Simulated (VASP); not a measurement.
# SrAlO4 (P2/c) in VASP: single point with PBE

Aim: the single point of SrAlO4 with PBE.

Everything below comes from runs of VASP 6.6.1. Logs are shortened: lines on timing, memory, paths and dates and some standing lists are left out, and cuts for length are marked.

## Step 1: The cell of the first run

Symmetry: P2/c, No. 13, monoclinic system. The conventional cell has a = 4.639 Å, b = 6.167 Å, c = 6.010 Å, α = 90.00°, β = 92.04°, γ = 90.00°. Within 3.2 Å of Sr (site symmetry 2) lie 8 O at 2.45 to 2.91 Å. Al (site symmetry 2) has 4 O at 1.74 to 1.82 Å within 2.3 Å. O (site symmetry 1) has 1 Al at 1.74 Å within 2.3 Å. Within 2.0 Å of O (site symmetry 1) lie 1 O at 1.51 Å and 1 Al at 1.82 Å.

## Step 2: Single point, PBE, collinear spin

File INCAR:

```
ALGO = Normal
EDIFF = 1E-6
ENCUT = 520
GGA = PE
ISIF = 2
ISMEAR = 0
ISPIN = 2
LASPH = True
LCHARG = False
LORBIT = 11
LREAL = False
LWAVE = False
MAGMOM = 0 0 0 0 0.42 0.42 0.42 0.42 0 0 0 0
NBANDS = 53
NELM = 150
PREC = Accurate
SIGMA = 0.1
```

File KPOINTS:

```
k-points
0
Gamma
  4 2 2
```

File POSCAR:

```
SrAlO4
1.0
   -4.6392034384      0.0000000000      0.0018124274
    0.2117627050      0.0000000000     -6.0064787290
    0.0000000000     -6.1669797047      0.0000000000
Sr Al O
2 2 8
Direct
    0.5000000000      0.2500000000      0.7280854869
    0.5000000000      0.7500000000      0.2719145131
    1.0000000000      0.7500000000      0.7628264675
    1.0000000000      0.2500000000      0.2371735325
    0.2896544195      0.8664657724      0.6168437591
    0.7103455805      0.6335342276      0.6168437591
    0.7103455805      0.1335342276      0.3831562409
    0.2896544195      0.3664657724      0.3831562409
    0.1364633770      0.5363436427      0.9414242550
    0.8635366230      0.9636563573      0.9414242550
    0.8635366230      0.4636563573      0.0585757450
    0.1364633770      0.0363436427      0.0585757450
```

Potentials or basis: VASP PAW PBE potentials, release 64 (Sr_sv, Al, O).

Started as:

```bash
cat potpaw_PBE.64/Sr_sv/POTCAR potpaw_PBE.64/Al/POTCAR potpaw_PBE.64/O/POTCAR > POTCAR
mpirun -np 1 vasp_std > vasp.out
```

OUTCAR:

```text
EDIFF = 1E-6
   ENCUT = 520
   GGA = PE
   ISIF = 2
   ISMEAR = 0
   ISPIN = 2
   LASPH = True
   LORBIT = 11
   LREAL = False
   NELM = 150
   PREC = Accurate

 ion  position               nearest neighbor table
   1  0.500  0.250  0.728-   7 2.45   8 2.45   5 2.56   6 2.56   9 2.78  10 2.78  11 2.91  12 2.91
                             3 3.74   3 3.74   4 3.81   4 3.81   3 3.87   3 3.87   4 3.90   4 3.90
   2  0.500  0.750  0.272-   5 2.45   6 2.45   7 2.56   8 2.56  11 2.78  12 2.78   9 2.91  10 2.91
                             4 3.74   4 3.74   3 3.81   3 3.81   4 3.87   4 3.87   3 3.90   3 3.90
   3  0.000  0.750  0.763-   5 1.74   6 1.74   9 1.82  10 1.82  11 2.57  12 2.57   1 3.74   1 3.74
                             2 3.81   2 3.81   1 3.87   1 3.87   2 3.90   2 3.90
   4  0.000  0.250  0.237-   7 1.74   8 1.74  11 1.82  12 1.82   9 2.57  10 2.57   2 3.74   2 3.74
                             1 3.81   1 3.81   2 3.87   2 3.87   1 3.90   1 3.90
   5  0.290  0.866  0.617-   3 1.74   2 2.45   1 2.56
   6  0.710  0.634  0.617-   3 1.74   2 2.45   1 2.56
   7  0.710  0.134  0.383-   4 1.74   1 2.45   2 2.56
   8  0.290  0.366  0.383-   4 1.74   1 2.45   2 2.56
   9  0.136  0.536  0.941-  11 1.51   3 1.82   4 2.57   1 2.78   2 2.91
  10  0.864  0.964  0.941-  12 1.51   3 1.82   4 2.57   1 2.78   2 2.91
  11  0.864  0.464  0.059-   9 1.51   4 1.82   3 2.57   2 2.78   1 2.91
  12  0.136  0.036  0.059-  10 1.51   4 1.82   3 2.57   2 2.78   1 2.91

  LATTYP: Found a simple monoclinic cell.
 ALAT       =     4.6392037924
 B/A-ratio  =     1.3293185600
 C/A-ratio  =     1.2955262932
 COS(beta)  =    -0.0356242562

  Lattice vectors:

 A1 = (  -4.6392034384,   0.0000000000,   0.0018124274)
 A2 = (   0.0000000000,   6.1669797047,   0.0000000000)
 A3 = (   0.2117627050,   0.0000000000,  -6.0064787290)

Analysis of symmetry for initial positions (statically):
=====================================================================
 Subroutine PRICEL returns:
 Original cell was already a primitive cell.

 Routine SETGRP: Setting up the symmetry group for a
 simple monoclinic supercell.

 Subroutine GETGRP returns: Found  4 space group operations
 (whereof  2 operations were pure point group operations)
 out of a pool of  4 trial point group operations.

The static configuration has the point symmetry S_2 .
 The point group associated with its full space group is C_2h.

Analysis of symmetry for dynamics (positions and initial velocities):
=====================================================================
 Subroutine PRICEL returns:
 Original cell was already a primitive cell.

 Routine SETGRP: Setting up the symmetry group for a
 simple monoclinic supercell.

 Subroutine GETGRP returns: Found  4 space group operations
 (whereof  2 operations were pure point group operations)
 out of a pool of  4 trial point group operations.

The dynamic configuration has the point symmetry S_2 .
 The point group associated with its full space group is C_2h.

Analysis of structural, dynamic, and magnetic symmetry:
=====================================================================
 Subroutine PRICEL returns:
 Original cell was already a primitive cell.

 Routine SETGRP: Setting up the symmetry group for a
 simple monoclinic supercell.

 Subroutine GETGRP returns: Found  4 space group operations
 (whereof  2 operations were pure point group operations)
 out of a pool of  4 trial point group operations.

The overall configuration has the point symmetry S_2 .
 The point group associated with its full space group is C_2h.

 Subroutine INISYM returns: Found  4 space group operations
 (whereof  2 operations are pure point group operations),
 and found     1 'primitive' translations

----------------------------------------------------------------------------------------

                                     Primitive cell
[... 85 lines left out ...]
   ions per type =               2   2   8
   NGX,Y,Z   is equivalent  to a cutoff of  12.90, 13.28, 12.94 a.u.
   NGXF,Y,Z  is equivalent  to a cutoff of  25.80, 26.55, 25.88 a.u.
 SYSTEM =  unknown system
   PREC   = accura    normal or accurate (medium, high low for compatibility)
   ISTART =      0    job   : 0-new  1-cont  2-samecut
   ICHARG =      2    charge: 1-file 2-atom 10-const
   ISPIN  =      2    spin polarized calculation?
   LNONCOLLINEAR =      F non collinear calculations
   LSORBIT =      F    spin-orbit coupling
   LASPH  =      T    aspherical Exc in radial PAW
   ENCUT  =  520.0 eV  38.22 Ry    6.18 a.u.   8.63 11.18 11.47*2*pi/ulx,y,z
   NELM   =    150;   NELMIN=  2; NELMDL= -5     # of ELM steps
   EDIFF  = 0.1E-05   stopping-criterion for ELM
   LREAL  =      F    real-space projection
[... 7 lines left out ...]
   TEBEG  =    0.0;   TEEND  =   0.0 temperature during run
   PSTRESS=    0.0 pullay stress
   NELECT =      74.0000    total number of electrons
   NUPDOWN=      -1.0000    fix difference up-down
   EMIN   =  10.00;   EMAX   =-10.00  energy-range for DOS
   EFERMI =   0.00;   METHOD = LEGACY
   ISMEAR =     0;   SIGMA  =   0.10  broadening in eV -4-tet -1-fermi 0-gaus
   EFERMI_NEDOS =   21; number of points for ismear=-14 and -15
   IALGO  =     38    algorithm
   IMIX   =      4    mixing-type and parameters
     AMIX     =   0.40;   BMIX     =  1.00
     AMIX_MAG =   1.60;   BMIX_MAG =  1.00
  volume/ion in A,a.u.               =      14.32        96.64
  Fermi-wavevector in a.u.,A,eV,Ry     =   1.236257  2.336187 20.794211  1.528331
  Thomas-Fermi vector in A             =   2.370873
   LORBIT       =     11    0 simple, 1 ext, 2 COOP (PROOUT), +10 PAW based schemes
   GGA     = PE    functional components
   LHFCALC =     F    Hartree Fock is set to
   AEXX    =    0.0000 exact exchange contribution
   IVDW    =     0    specifies the selected vdW correction
   LEPSILON=     F    determine dielectric tensor
   LRPA    =     F    only Hartree local field effects (RPA)
 spin polarized calculation
 Gauss-broadening in eV      SIGMA  =   0.10
  energy-cutoff  :      520.00
  volume of cell :      171.84
 maximum number of plane-waves:      4668
 NGX is ok and might be reduce to    36
   NGX = 17   NGY = 23   NGZ = 23

 number of electron      74.0000009 magnetization      -0.0009160

 number of electron      74.0000009 magnetization       0.0002280

 Free energy of the ion-electron system (eV)
  ---------------------------------------------------
  ext. energy  EPLUGINS =         0.00000000
  ---------------------------------------------------
  free energy    TOTEN  =       -73.48259629 eV

  energy without entropy =      -73.42329175  energy(sigma->0) =      -73.45294402

 E-fermi :   1.3508     XC(G=0):  -9.4150

 val. band max:        1.3397400652   @ k =  -0.0000   0.5000   0.5000
 cond. band min:       1.3520506403   @ k =   0.5000   0.0000   0.0000
 fundamental gap:      0.0123105751
 Fermi energy:         1.3508019958

 spin component 1

 k-point     1 :       0.0000    0.0000    0.0000
  band No.  band energies     occupation
      1     -30.9795      1.00000
      2     -30.9616      1.00000
      3     -19.7590      1.00000
      4     -19.4162      1.00000
      5     -15.5005      1.00000
      6     -15.1892      1.00000
[... 613 lines left out ...]
     48       9.6574      0.00000
     49      10.1232      0.00000
 Fermi energy:         1.3508019958

 spin component 2

 k-point     1 :       0.0000    0.0000    0.0000
  band No.  band energies     occupation
      1     -30.9795      1.00000
      2     -30.9616      1.00000
      3     -19.7589      1.00000
      4     -19.4161      1.00000
      5     -15.5005      1.00000
      6     -15.1893      1.00000
[... 613 lines left out ...]
     48       9.6574      0.00000
     49      10.1232      0.00000
 [bands above 49 left out]

------------------------ aborting loop because EDIFF is reached ----------------------------------------

  FORCE on cell =-STRESS in cart. coord.  units (eV):
  Direction    XX          YY          ZZ          XY          YZ          ZX
  --------------------------------------------------------------------------------------
  -------------------------------------------------------------------------------------
  Total       -0.0758701     -0.0613570      0.1253172      0.0000000      0.0000000      0.0558216
  in kB       -0.7073781     -0.5720642      1.1683993      0.0000000      0.0000000      0.5204549
  external PRESSURE =      -0.0370143 kB  Pullay stress =       0.0000000 kB

 VOLUME and BASIS-vectors are now :
 -----------------------------------------------------------------------------
  energy-cutoff  :      520.00
  volume of cell :      171.84
      direct lattice vectors                 reciprocal lattice vectors
    -4.639203438  0.000000000  0.001812427    -0.215557215  0.000000000 -0.007599624
     0.211762705  0.000000000 -6.006478729    -0.000065043  0.000000000 -0.166489189
     0.000000000 -6.166979705  0.000000000     0.000000000 -0.162153931  0.000000000

 POSITION                                       TOTAL-FORCE (eV/Angst)
 -----------------------------------------------------------------------------------
     -2.26666     -4.49009     -1.50071         0.000000      0.080917     -0.000000
     -2.16078     -1.67689     -4.50395        -0.000000     -0.080917     -0.000000
      0.15882     -4.70434     -4.50486         0.000000      0.289673     -0.000000
      0.05294     -1.46264     -1.50162        -0.000000     -0.289673     -0.000000
     -1.16028     -3.80406     -5.20388         0.112609     -0.047633     -0.079661
     -3.16128     -3.80406     -3.80402        -0.112609     -0.047633      0.079661
     -3.26716     -2.36292     -0.80078        -0.112609      0.047633      0.079661
     -1.26616     -2.36292     -2.20064         0.112609      0.047633     -0.079661
     -0.51950     -5.80574     -3.22129        -0.008006     -0.016732      0.015030
     -3.80206     -5.80574     -5.78662         0.008006     -0.016732     -0.015030
     -3.90794     -0.36124     -2.78338         0.008006      0.016732     -0.015030
     -0.62539     -0.36124     -0.21805        -0.008006      0.016732      0.015030
 -----------------------------------------------------------------------------------
    total drift:                               -0.000000     -0.000000      0.000000

  FREE ENERGIE OF THE ION-ELECTRON SYSTEM (eV)
  ---------------------------------------------------
  free  energy   TOTEN  =       -73.4825962888 eV

  energy  without entropy=      -73.4232917537  energy(sigma->0) =      -73.45294402

 total charge

# of ion       s       p       d       tot
------------------------------------------
    1        2.001   5.789   0.192   7.982
    2        2.001   5.789   0.192   7.982
    3        0.363   0.453   0.000   0.816
    4        0.363   0.453   0.000   0.816
    5        1.575   3.397   0.000   4.971
    6        1.575   3.397   0.000   4.971
    7        1.575   3.397   0.000   4.971
    8        1.575   3.397   0.000   4.971
    9        1.575   3.377   0.000   4.952
   10        1.575   3.377   0.000   4.952
   11        1.575   3.377   0.000   4.952
   12        1.575   3.377   0.000   4.952
--------------------------------------------------
tot         17.328  39.579   0.385  57.292

 magnetization (x)

# of ion       s       p       d       tot
------------------------------------------
    1       -0.000  -0.000  -0.000  -0.000
    2       -0.000  -0.000  -0.000  -0.000
    3       -0.000  -0.000   0.000  -0.000
    4       -0.000  -0.000   0.000  -0.000
    5       -0.000  -0.000   0.000  -0.000
    6       -0.000  -0.000   0.000  -0.000
    7       -0.000  -0.000   0.000  -0.000
    8       -0.000  -0.000   0.000  -0.000
    9        0.000   0.000   0.000   0.000
   10        0.000   0.000   0.000   0.000
   11        0.000   0.000   0.000   0.000
   12        0.000   0.000   0.000   0.000
--------------------------------------------------
tot         -0.000  -0.000  -0.000  -0.000
```

It took 7 min on 1 thread of Intel Xeon Platinum 8259CL at 2.50GHz (Skylake/Cascade Lake), shared host; peak memory 0.43 GiB.

Results:

```
Free energy                                           : -73.4826 eV
Pressure                                              : 0.0 GPa
Largest force                                         : 0.290 eV/Å
Band gap on the k mesh                                : zero (filled and empty bands overlap)
Net moment                                            : 0.00 μB per cell
Valence electrons inside the program's atomic spheres : Sr 7.98; Al 0.82; O 4.97, 4.95 (each value once)
```

Forces in eV/Å, atoms in the order of the input:
```
Sr   0.000  0.081  0.000
Sr   0.000 -0.081  0.000
Al   0.000  0.290  0.000
Al   0.000 -0.290  0.000
O    0.113 -0.048 -0.080
O   -0.113 -0.048  0.080
O   -0.113  0.048  0.080
O    0.113  0.048 -0.080
O   -0.008 -0.017  0.015
O    0.008 -0.017 -0.015
O    0.008  0.017 -0.015
O   -0.008  0.017  0.015
```

Stress tensor (GPa, compression positive):
```
-0.07  0.00  0.05
 0.00 -0.06  0.00
 0.05  0.00  0.12
```

Levels at points of the mesh, in eV from the Fermi level:
Spin up:
```
           k point  band 33  band 34  band 35  band 36  band 37  band 38  band 39  band 40  band 41  band 42
(0.00, 0.00, 0.00)    -1.21    -0.65    -0.55    -0.39    -0.05     0.17     3.66     3.91     4.65     6.35
(0.50, 0.00, 0.00)    -0.91    -0.90    -0.63    -0.55     0.00     0.05     3.23     3.65     6.61     7.59
(0.00, 0.50, 0.00)    -0.99    -0.99    -0.49    -0.49    -0.02    -0.02     3.73     3.73     5.85     5.85
(0.50, 0.50, 0.00)    -0.58    -0.58    -0.53    -0.53    -0.06    -0.06     3.46     3.46     7.04     7.04
(0.00, 0.00, 0.50)    -0.85    -0.77    -0.67    -0.61    -0.29     0.28     3.33     3.93     5.43     5.99
(0.50, 0.00, 0.50)    -0.87    -0.79    -0.59    -0.54    -0.08     0.13     3.47     3.67     6.62     7.27
(0.00, 0.50, 0.50)    -1.00    -1.00    -0.61    -0.61    -0.01    -0.01     3.69     3.69     5.99     5.99
(0.50, 0.50, 0.50)    -0.74    -0.74    -0.34    -0.34    -0.08    -0.08     3.59     3.59     7.18     7.18
```
Spin down:
```
           k point  band 33  band 34  band 35  band 36  band 37  band 38  band 39  band 40  band 41  band 42
(0.00, 0.00, 0.00)    -1.21    -0.65    -0.55    -0.39    -0.05     0.17     3.66     3.91     4.65     6.35
(0.50, 0.00, 0.00)    -0.91    -0.90    -0.63    -0.55     0.00     0.05     3.23     3.65     6.61     7.59
(0.00, 0.50, 0.00)    -0.99    -0.99    -0.49    -0.49    -0.02    -0.02     3.73     3.73     5.85     5.85
(0.50, 0.50, 0.00)    -0.58    -0.58    -0.53    -0.53    -0.06    -0.06     3.46     3.46     7.04     7.04
(0.00, 0.00, 0.50)    -0.85    -0.77    -0.67    -0.61    -0.29     0.28     3.33     3.93     5.43     5.99
(0.50, 0.00, 0.50)    -0.87    -0.79    -0.59    -0.54    -0.08     0.13     3.47     3.67     6.62     7.27
(0.00, 0.50, 0.50)    -1.00    -1.00    -0.61    -0.61    -0.01    -0.01     3.69     3.69     5.99     5.99
(0.50, 0.50, 0.50)    -0.74    -0.74    -0.34    -0.34    -0.08    -0.08     3.59     3.59     7.18     7.18
```

Caveat: the k points lie up to 0.52 Å⁻¹ apart.
